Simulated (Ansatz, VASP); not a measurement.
**One calculation of BaS, two programs**

The input INCAR:

```
  PREC = Accurate
  ENCUT = 520
  EDIFF = 1E-6
  ISMEAR = -1
  SIGMA = 0.02
  LREAL = False
  LASPH = True
  NELM = 60
  ALGO = Normal
  ISIF = 2
  LWAVE = False
  LCHARG = False
  GGA = PS
  NBANDS = 15
```

Contents of KPOINTS:

```
Automatic mesh
0
Gamma
  8 8 8
```

File POSCAR:

```
BaS
1.0
    0.0000000000      3.1669104958      3.1669104958
    3.1669104958      0.0000000000      3.1669104958
    3.1669104958      3.1669104958      0.0000000000
Ba S
1 1
Direct
    0.0000000000      0.0000000000      0.0000000000
    0.5000000000      0.5000000000      0.5000000000
```

Input for Ansatz:

```yaml
crystal:
  lattice:
    - [0.0, 3.1669104958, 3.1669104958]
    - [3.1669104958, 0.0, 3.1669104958]
    - [3.1669104958, 3.1669104958, 0.0]
  atoms:
    - { symbol: Ba, position: [0.0, 0.0, 0.0] }
    - { symbol: S, position: [0.5, 0.5, 0.5] }
kpoints:
  mp_grid: { grid: [8, 8, 8] }
scf:
  occupations: { method: fermi_dirac, width: 0.02 }
hamiltonian:
  xc: pbesol
  pseudopotentials: { kind: all_electron, lapw: { basis_error: 0.00025 } }
output:
  forces: true
  stress: true
  eigenvalues: true
```

Change from the starting cell: volume scaled by 0.975.

Alike in both runs: task single point; functional PBEsol; k mesh 8 × 8 × 8; occupations fermi-dirac, width 0.02 eV; no spin polarisation.

|  | VASP | Ansatz |
| --- | --- | --- |
| version | VASP 6.6.1 | Ansatz 0.2.0 |
| potentials or method | VASP PAW PBE potentials, release 64 (Ba_sv, S), cutoff 520 eV | all-electron LAPW, scalar-relativistic |

|  | VASP | Ansatz | Ansatz less VASP |
| --- | --- | --- | --- |
| gap on the k mesh at the Fermi level (eV) | 1.93 | 2.04 | +0.105 |
| pressure (GPa) | 0.6 | 0.0 | -0.68 |

VASP's potentials were made for PBE, not for PBEsol. Ansatz ran all-electron here, and VASP with PAW potentials.

Spin-orbit coupling is off throughout.
